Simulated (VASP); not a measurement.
Write the native input for VASP 6.6.1 that does the following.

```yaml
Task: single point
Functional: PBEsol
Potentials_or_basis: VASP PAW PBE potentials, release 64 (W_sv, O)
Cutoff: 520 eV
k_mesh: 8 × 8 × 8
Occupations: gaussian, width 0.15 eV
Spin: no spin polarisation
Dipole_correction: no
Further_INCAR_settings: ALGO = Normal; EDIFF = 1e-06; NBANDS = 58
```

The structure of W3O lies in POSCAR:

```
W3O
1.0
    4.8313496810     -0.1449404904      0.0000000000
   -0.1449404904      4.8313496810      0.0000000000
    0.0000000000      0.0000000000      4.8313496810
W O
6 2
Direct
    0.5000000000      0.7500000000      0.0000000000
    0.0000000000      0.5000000000      0.7500000000
    0.2500000000      0.0000000000      0.5000000000
    0.5000000000      0.2500000000      0.0000000000
    0.0000000000      0.5000000000      0.2500000000
    0.7500000000      0.0000000000      0.5000000000
    0.5000000000      0.5000000000      0.5000000000
    0.0000000000      0.0000000000      0.0000000000
```

This cell differs from its parent crystal: strain -0.0600 x Voigt [0, 0, 0, 0, 0, 1].

One way to write it, as run:

INCAR

```
ALGO     = Normal         # electronic algorithm
EDIFF    = 1E-6           # SCF threshold, eV
ENCUT    = 520            # plane-wave cutoff, eV
GGA      = PS             # functional
ISIF     = 2              # what is computed and relaxed
ISMEAR   = 0              # smearing method
LASPH    = True           # aspherical terms in the spheres
LCHARG   = False          # write CHGCAR
LREAL    = False          # projectors in reciprocal space
LWAVE    = False          # write WAVECAR
NBANDS   = 58             # bands
NELM     = 60             # most SCF steps
PREC     = Accurate       # precision mode
SIGMA    = 0.15           # smearing width, eV
```

KPOINTS

```
k-points
0
Gamma
  8 8 8
```

Potentials or basis: VASP PAW PBE potentials, release 64 (W_sv, O).

Launch:

```bash
$ cat potpaw_PBE.64/W_sv/POTCAR potpaw_PBE.64/O/POTCAR > POTCAR
$ mpirun -np 1 vasp_std > vasp.out
```

Results of the run:

```yaml
Pressure: 1.3 GPa
Largest_force: 0.483 eV/Å
Band_gap_on_the_k_mesh: zero (bands 48 and 49 overlap by 0.94 eV)
```

Caveat: the cell differs from its parent crystal (strain -0.0600 x Voigt [0, 0, 0, 0, 0, 1]); the PAW data sets were made with another functional, which shifts forces and pressure a little; spin-orbit coupling is left out, which moves the levels of the heavy elements.

Run time: 8.7 min on 1 thread of Intel(R) Xeon(R) Platinum 8488C (Sapphire Rapids) (shared host), peak memory 0.54 GiB.
